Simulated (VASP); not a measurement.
# HfNiCl6 (P1) in VASP: single point with PBE

Aim: the single point of HfNiCl6 with PBE.

All numbers are computed with VASP 6.6.1; they aren't measurements. Logs are shortened: lines on timing, memory, paths and dates and some standing lists are left out, and cuts for length are marked.

## (1) The cell of the first run

The typed cell holds 16 atoms: a = 6.356 Å, b = 6.219 Å, c = 11.876 Å, α = 88.92°, β = 90.24°, γ = 59.78°.

## (2) Single point, PBE

Input file INCAR:

```
SYSTEM = HfNiCl6
PREC     = Accurate       ! precision mode
ENCUT    = 520            ! plane-wave cutoff, eV
EDIFF    = 1E-6           ! SCF threshold, eV
ISMEAR   = -1             ! smearing method
SIGMA    = 0.1            ! smearing width, eV
LREAL    = Auto         
LASPH    = .TRUE.         ! aspherical terms in the spheres
NELM     = 100            ! most SCF steps
ALGO     = Normal         ! electronic algorithm
ISIF     = 2              ! what is computed and relaxed
LWAVE    = .FALSE.        ! write WAVECAR
LCHARG   = .FALSE.        ! write CHGCAR
GGA      = PE             ! functional
NBANDS   = 76             ! bands
```

Input file KPOINTS:

```
Automatic mesh
0
Gamma
  4 4 2
  0.5 0 0
```

Input file POSCAR:

```
HfNiCl6
1.0
    3.2020110000      5.4902330000     -0.0130260000
   -3.0647150000      5.4109650000      0.0595860000
   -0.1363250000      0.0504680000     11.8747740000
Cl Hf Ni
12 2 2
Direct
    0.3405690000      0.0275790000      0.6292700000
    0.6815680000      0.3564000000      0.6265000000
    0.9464200000      0.7035930000      0.6201630000
    0.6656370000      0.0125790000      0.8738650000
    0.0009250000      0.3236140000      0.8729790000
    0.3554010000      0.6644790000      0.8643890000
    0.6203490000      0.0394300000      0.3829820000
    0.2477140000      0.6746260000      0.3746310000
    0.0343690000      0.2957060000      0.3500650000
    0.2754030000      0.0714500000      0.1437890000
    0.9787470000      0.6917120000      0.1504210000
    0.7053600000      0.3040520000      0.1239730000
    0.6839680000      0.6790910000      0.7489740000
    0.3045930000      0.3699970000      0.2492130000
    0.9998880000      0.0091940000      0.7464670000
    0.0185450000      0.9628740000      0.2606600000
```

Potentials or basis: VASP PAW PBE potentials, release 64 (Cl, Hf_pv, Ni).

Run with:

```console
$ cat potpaw_PBE.64/Cl/POTCAR potpaw_PBE.64/Hf_pv/POTCAR potpaw_PBE.64/Ni/POTCAR > POTCAR
$ mpirun -np 1 vasp_std > vasp.out
```

OUTCAR:

```text
SYSTEM = HfNiCl6
   PREC = Accurate
   ENCUT = 520
   EDIFF = 1E-6
   ISMEAR = -1
   LREAL = Auto
   LASPH = .TRUE.
   NELM = 100
   ISIF = 2
   GGA = PE

 ion  position               nearest neighbor table
   1  0.341  0.028  0.629-  13 2.56  15 2.63
   2  0.682  0.356  0.627-  15 2.50  13 2.51
   3  0.946  0.704  0.620-  13 2.33  15 2.59
   4  0.666  0.013  0.874-  13 2.53  15 2.60
   5  0.001  0.324  0.873-  15 2.49  13 2.55
   6  0.355  0.664  0.864-  13 2.54  15 2.58
   7  0.620  0.039  0.383-  14 2.54  16 2.75
   8  0.248  0.675  0.375-  16 2.10  14 2.32
   9  0.034  0.296  0.350-  14 2.32  16 2.39
  10  0.275  0.071  0.144-  14 2.34  16 2.48
  11  0.979  0.692  0.150-  16 2.27  14 2.32
  12  0.705  0.304  0.124-  16 2.59  14 2.81
  13  0.684  0.679  0.749-   3 2.33   2 2.51   4 2.53   6 2.54   5 2.55   1 2.56
  14  0.305  0.370  0.249-   8 2.32  11 2.32   9 2.32  10 2.34   7 2.54  12 2.81  16 3.19
  15  1.000  0.009  0.746-   5 2.49   2 2.50   6 2.58   3 2.59   4 2.60   1 2.63
  16  0.019  0.963  0.261-   8 2.10  11 2.27   9 2.39  10 2.48  12 2.59   7 2.75  14 3.19

  LATTYP: Found a triclinic cell.
 ALAT       =     6.2676479382
 B/A-ratio  =     0.9922204129
 C/A-ratio  =     1.8947560311
 COS(alpha) =     0.0189354540
 COS(beta)  =     0.0230082624
 COS(gamma) =     0.4818419334

  Lattice vectors:

 A1 = (   6.2667260000,   0.0792680000,  -0.0726120000)
 A2 = (   3.0647150000,  -5.4109650000,  -0.0595860000)
 A3 = (   0.1363250000,  -0.0504680000, -11.8747740000)

Analysis of symmetry for initial positions (statically):
=====================================================================
 Subroutine PRICEL returns:
 Original cell was already a primitive cell.

 Routine SETGRP: Setting up the symmetry group for a
 triclinic supercell.

 Subroutine GETGRP returns: Found  1 space group operations
 (whereof  1 operations were pure point group operations)
 out of a pool of  2 trial point group operations.

The static configuration has the point symmetry C_1 .

Analysis of symmetry for dynamics (positions and initial velocities):
=====================================================================
 Subroutine PRICEL returns:
 Original cell was already a primitive cell.

 Routine SETGRP: Setting up the symmetry group for a
 triclinic supercell.

 Subroutine GETGRP returns: Found  1 space group operations
 (whereof  1 operations were pure point group operations)
 out of a pool of  2 trial point group operations.

The dynamic configuration has the point symmetry C_1 .

 Subroutine INISYM returns: Found  1 space group operations
 (whereof  1 operations are pure point group operations),
 and found     1 'primitive' translations

----------------------------------------------------------------------------------------

                                     Primitive cell

  volume of cell :     405.4851

  direct lattice vectors                    reciprocal lattice vectors
     3.202011000  5.490233000 -0.013026000     0.158454603  0.089731227  0.001437734
    -3.064715000  5.410965000  0.059586000    -0.160785032  0.093767643 -0.002244361
    -0.136325000  0.050468000 11.874774000     0.000980614 -0.000372083  0.084224968

  length of vectors
     6.355761364  6.218888225 11.875663732     0.182103326  0.186143049  0.084231498

  position of ions in fractional coordinates (direct lattice)
     0.340569000  0.027579000  0.629270000
     0.681568000  0.356400000  0.626500000
     0.946420000  0.703593000  0.620163000
     0.665637000  0.012579000  0.873865000
     0.000925000  0.323614000  0.872979000
     0.355401000  0.664479000  0.864389000
[... 8 lines left out ...]
     0.999888000  0.009194000  0.746467000
     0.018545000  0.962874000  0.260660000

  ion indices of the primitive-cell ions
   primitive index   ion index
                 1           1
                 2           2
                 3           3
                 4           4
                 5           5
                 6           6
[... 8 lines left out ...]
                15          15
                16          16

----------------------------------------------------------------------------------------

 KPOINTS: Automatic mesh

Automatic generation of k-mesh.
 Grid dimensions read from file:
 generate k-points for:    4    4    2

 Generating k-lattice:

  Cartesian coordinates                     Fractional coordinates (reciprocal lattice)
     0.039613651  0.022432807  0.000359434     0.250000000 -0.000000000 -0.000000000
    -0.040196258  0.023441911 -0.000561090    -0.000000000  0.250000000  0.000000000
     0.000490307 -0.000186041  0.042112484    -0.000000000  0.000000000  0.500000000

  Length of vectors
     0.045525832  0.046535762  0.042115749

  Shift w.r.t. Gamma in fractional coordinates (k-lattice)
     0.500000000  0.000000000  0.000000000

 Subroutine IBZKPT returns following result:
 ===========================================

 Found     16 irreducible k-points:

 Following reciprocal coordinates:
            Coordinates               Weight
  0.125000  0.000000  0.000000      2.000000
  0.375000 -0.000000  0.000000      2.000000
  0.125000  0.250000  0.000000      2.000000
  0.375000  0.250000  0.000000      2.000000
 -0.375000  0.250000  0.000000      2.000000
 -0.125000  0.250000  0.000000      2.000000
[... 8 lines left out ...]
  0.125000  0.500000  0.500000      2.000000
  0.375000  0.500000  0.500000      2.000000
   k-points           NKPTS =     16   k-points in BZ     NKDIM =     16   number of bands    NBANDS=     76
   number of dos      NEDOS =    301   number of ions     NIONS =     16
   total plane-waves  NPLWV = 207360
   dimension x,y,z NGX =    48 NGY =   48 NGZ =   90
   dimension x,y,z NGXF=    96 NGYF=   96 NGZF=  180
   ions per type =              12   2   2
   NGX,Y,Z   is equivalent  to a cutoff of  12.56, 12.83, 12.60 a.u.
   NGXF,Y,Z  is equivalent  to a cutoff of  25.11, 25.66, 25.20 a.u.
 SYSTEM =  HfNiCl6
   PREC   = accura    normal or accurate (medium, high low for compatibility)
   ISTART =      0    job   : 0-new  1-cont  2-samecut
   ICHARG =      2    charge: 1-file 2-atom 10-const
   ISPIN  =      1    spin polarized calculation?
   LNONCOLLINEAR =      F non collinear calculations
   LSORBIT =      F    spin-orbit coupling
   LASPH  =      T    aspherical Exc in radial PAW
   ENCUT  =  520.0 eV  38.22 Ry    6.18 a.u.  11.82 11.56 22.08*2*pi/ulx,y,z
   NELM   =    100;   NELMIN=  2; NELMDL= -5     # of ELM steps
   EDIFF  = 0.1E-05   stopping-criterion for ELM
   LREAL  =      T    real-space projection
   EDIFFG = 0.1E-04   stopping-criterion for IOM
   NSW    =      0    number of steps for IOM
   IBRION =     -1    ionic relax: 0-MD 1-quasi-New 2-CG
   NFREE  =      0    steps in history (QN), initial steepest desc. (CG)
   ISIF   =      2    stress and relaxation
   ISYM   =      2    0-nonsym 1-usesym 2-fastsym
   POTIM  = 0.5000    time-step for ionic-motion
   TEBEG  =    0.0;   TEEND  =   0.0 temperature during run
   PSTRESS=    0.0 pullay stress
   NELECT =     124.0000    total number of electrons
   NUPDOWN=      -1.0000    fix difference up-down
   EMIN   =  10.00;   EMAX   =-10.00  energy-range for DOS
   EFERMI =   0.00;   METHOD = LEGACY
   ISMEAR =    -1;   SIGMA  =   0.10  broadening in eV -4-tet -1-fermi 0-gaus
   EFERMI_NEDOS =   21; number of points for ismear=-14 and -15
   IALGO  =     38    algorithm
   IMIX   =      4    mixing-type and parameters
     AMIX     =   0.40;   BMIX     =  1.00
     AMIX_MAG =   1.60;   BMIX_MAG =  1.00
  volume/ion in A,a.u.               =      25.34       171.02
  Fermi-wavevector in a.u.,A,eV,Ry     =   1.102953  2.084279 16.551567  1.216506
  Thomas-Fermi vector in A             =   2.239404
   LORBIT       =      0    0 simple, 1 ext, 2 COOP (PROOUT), +10 PAW based schemes
   GGA     = PE    functional components
   LHFCALC =     F    Hartree Fock is set to
   AEXX    =    0.0000 exact exchange contribution
   IVDW    =     0    specifies the selected vdW correction
   LEPSILON=     F    determine dielectric tensor
   LRPA    =     F    only Hartree local field effects (RPA)
 non-spin polarized calculation
  energy-cutoff  :      520.00
  volume of cell :      405.49
 maximum number of plane-waves:     10942
   NGX = 23   NGY = 23   NGZ = 45

 number of electron     124.0000001 magnetization

 Free energy of the ion-electron system (eV)
  ---------------------------------------------------
  ext. energy  EPLUGINS =         0.00000000
  ---------------------------------------------------
  free energy    TOTEN  =       -71.33265668 eV

  energy without entropy =      -70.82448477  energy(sigma->0) =      -71.07857073

 E-fermi :   1.3580     XC(G=0):  -8.4789

 val. band max:        1.3571567365   @ k =   0.3750   0.5000   0.0000
 cond. band min:       1.3593985271   @ k =   0.1250   0.0000   0.0000
 fundamental gap:      0.0022417907
 Fermi energy:         1.3579828352

 k-point     1 :       0.1250    0.0000    0.0000
  band No.  band energies     occupation
      1     -30.1188      2.00000
      2     -30.0743      2.00000
      3     -30.0644      2.00000
      4     -30.0075      2.00000
      5     -29.9504      2.00000
      6     -29.9151      2.00000
[... 66 lines left out ...]
     73       6.4614      0.00000
     74       6.7507      0.00000

 k-point     2 :       0.3750   -0.0000    0.0000
  band No.  band energies     occupation
      1     -30.1189      2.00000
      2     -30.0742      2.00000
      3     -30.0645      2.00000
      4     -30.0075      2.00000
      5     -29.9504      2.00000
      6     -29.9152      2.00000
[... 66 lines left out ...]
     73       6.4656      0.00000
     74       6.7116      0.00000

 k-point     3 :       0.1250    0.2500    0.0000
  band No.  band energies     occupation
      1     -30.1188      2.00000
      2     -30.0743      2.00000
      3     -30.0645      2.00000
      4     -30.0076      2.00000
      5     -29.9504      2.00000
      6     -29.9151      2.00000
[... 990 lines left out ...]
     73       6.5065      0.00000
     74       6.7534      0.00000

 k-point    16 :       0.3750    0.5000    0.5000
  band No.  band energies     occupation
      1     -30.1189      2.00000
      2     -30.0742      2.00000
      3     -30.0645      2.00000
      4     -30.0077      2.00000
      5     -29.9505      2.00000
      6     -29.9151      2.00000
[... 66 lines left out ...]
     73       6.4609      0.00000
     74       6.7324      0.00000
 [bands above 74 left out]

------------------------ aborting loop because EDIFF is reached ----------------------------------------

  FORCE on cell =-STRESS in cart. coord.  units (eV):
  Direction    XX          YY          ZZ          XY          YZ          ZX
  --------------------------------------------------------------------------------------
  -------------------------------------------------------------------------------------
  Total        0.3263389      1.4391278      4.0307657     -0.9904002      1.7556347     -2.2156252
  in kB        1.2894501      5.6863692     15.9266062     -3.9133294      6.9369703     -8.7545129
  external PRESSURE =       7.6341418 kB  Pullay stress =       0.0000000 kB

 VOLUME and BASIS-vectors are now :
 -----------------------------------------------------------------------------
  energy-cutoff  :      520.00
  volume of cell :      405.49
      direct lattice vectors                 reciprocal lattice vectors
     3.202011000  5.490233000 -0.013026000     0.158454603  0.089731227  0.001437734
    -3.064715000  5.410965000  0.059586000    -0.160785032  0.093767643 -0.002244361
    -0.136325000  0.050468000 11.874774000     0.000980614 -0.000372083  0.084224968

 POSITION                                       TOTAL-FORCE (eV/Angst)
 -----------------------------------------------------------------------------------
      0.92020      2.05079      7.46965         0.372955     -0.873915      0.767180
      1.00472      5.70205      7.45190         0.347243      0.216501      0.536136
      0.78959      9.03448      7.39389         0.368286      1.215975     -0.076970
      1.97370      3.76667     10.36903         0.926901     -0.165911     -0.818980
     -1.10783      1.80020     10.38570        -0.522857     -0.210289     -0.836533
     -1.01628      5.59033     10.29939        -0.587619      0.311734     -0.625602
[... 8 lines left out ...]
      3.07171      5.57704      8.85165        -0.096313      0.295298      0.196252
     -2.92709      5.32505      3.15241        -2.232439      0.413432     -1.140282
 -----------------------------------------------------------------------------------
    total drift:                                0.003074     -0.004113     -0.000610

  FREE ENERGIE OF THE ION-ELECTRON SYSTEM (eV)
  ---------------------------------------------------
  free  energy   TOTEN  =       -71.3326566836 eV

  energy  without entropy=      -70.8244847736  energy(sigma->0) =      -71.07857073
```

Wall time 48 min (1 thread of Intel Xeon Platinum 8175M at 2.50GHz (Skylake/Cascade Lake), shared host); peak memory 0.66 GiB.

What came out:

| Quantity | Value |
| --- | --- |
| Free energy | -71.3327 eV |
| Pressure | 0.8 GPa |
| Largest force | 3.621 eV/Å |
| Band gap on the k mesh | zero (bands 62 and 63 overlap by 0.01 eV) |

Forces on the atoms (eV/Å):
```
Cl   0.373 -0.874  0.767
Cl   0.347  0.217  0.536
Cl   0.368  1.216 -0.077
Cl   0.927 -0.166 -0.819
Cl  -0.523 -0.210 -0.837
Cl  -0.588  0.312 -0.626
Cl  -0.151  0.557 -0.667
Cl   0.259  1.299  2.192
Cl  -0.808 -1.598  1.661
Cl   1.247 -0.594 -1.426
Cl  -1.187  0.172 -1.184
Cl  -0.553 -1.072  1.217
Hf  -0.811 -0.847  0.968
Hf   3.428  0.881 -0.762
Ni  -0.096  0.295  0.196
Ni  -2.232  0.413 -1.140
```

Stress tensor (GPa, compression positive):
```
 0.13 -0.39 -0.88
-0.39  0.57  0.69
-0.88  0.69  1.59
```

Caveat: spin-orbit coupling is left out, which moves the levels of the heavy elements; the run has no spin polarisation, though such a crystal can be magnetic; semilocal functionals often make such compounds metallic where correlation or magnetic order opens a gap, which also shifts bond lengths; forces of over 1 eV/Å act on the atoms, so gaps and moduli don't describe the material at rest. With open d or f shells a metallic result of PBE can be an artefact of self-interaction; +U or a hybrid may open a gap.
